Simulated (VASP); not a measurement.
Wanted: the native input for a VASP 6.6.1 run.

| Property | Result |
| --- | --- |
| Task | relaxation of cell and atoms |
| Functional | BLYP |
| Dispersion | D4 |
| Potentials or basis | VASP PAW PBE potentials, release 64 (Au) |
| Cutoff | 600 eV |
| k mesh | 11 × 11 × 6 |
| Occupations | fermi-dirac, width 0.05 eV |
| Spin | no spin polarisation |
| Dipole correction | no |
| Further INCAR settings | ALGO = Fast; EDIFF = 1e-06; IBRION = 2; EDIFFG = -0.01; NSW = 60; ISIF = 3 |

The structure of Au lies in POSCAR:

```
Au
1.0
    2.9000000000      0.0000000000      0.0000000000
   -1.4500000000      2.5114736710      0.0000000000
    0.0000000000      0.0000000000      4.8800000000
Au
2
Direct
    0.6666666667      0.3333333333      0.2500000000
    0.3333333333      0.6666666667      0.7500000000
```

This isn't the form of Au at room conditions, which is fcc.

These files were run (other wordings do the same):

INCAR

```
  AGGAC = 1.0
  AGGAX = 1.0
  ALDAC = 0.0
  ALDAX = 1.0
  ALGO = Fast
  EDIFF = 1E-6
  EDIFFG = -0.01
  ENCUT = 600
  GGA = B5
  IBRION = 2
  ISIF = 3
  ISMEAR = -1
  IVDW = 13
  LASPH = T
  LCHARG = F
  LREAL = F
  LWAVE = F
  NELM = 60
  NSW = 60
  PREC = Accurate
  SIGMA = 0.05
  VDW_A1 = 0.44488865
  VDW_A2 = 4.0933009
  VDW_S6 = 1.0
  VDW_S8 = 2.34076671
```

KPOINTS

```
k-points
0
Gamma
  11 11 6
```

Potentials or basis: VASP PAW PBE potentials, release 64 (Au).

Command:

```sh
$ cat potpaw_PBE.64/Au/POTCAR > POTCAR
$ mpirun -np 1 vasp_std > vasp.out
```

It gave:

| Property | Result |
| --- | --- |
| Relaxed volume | 18.03 Å³/atom |
| Relaxed cell | a = 2.919 Å, b = 2.919 Å, c = 4.886 Å, α = 90.00°, β = 90.00°, γ = 120.00° |
| Space group after relaxing (to 0.1 Å) | P6_3/mmc (No. 194) |
| Energy gained by relaxing | 1.7 meV/atom |
| Ionic steps | 6 |
| Pressure after relaxing | 0.0 GPa |
| Band gap on the k mesh | zero (bands 11 and 12 overlap by 6.19 eV) |
| Dispersion energy per atom | -1.235 eV |

Caveat: the dispersion term is far too large for a dense solid, which distorts pressure and volume; the PAW data sets were made with another functional, which shifts forces and pressure a little; spin-orbit coupling is left out, which moves the levels of the heavy elements.

Run time: 4.5 min on 1 thread of Intel Xeon 8259CL, with other jobs on the host, peak memory 0.19 GiB.
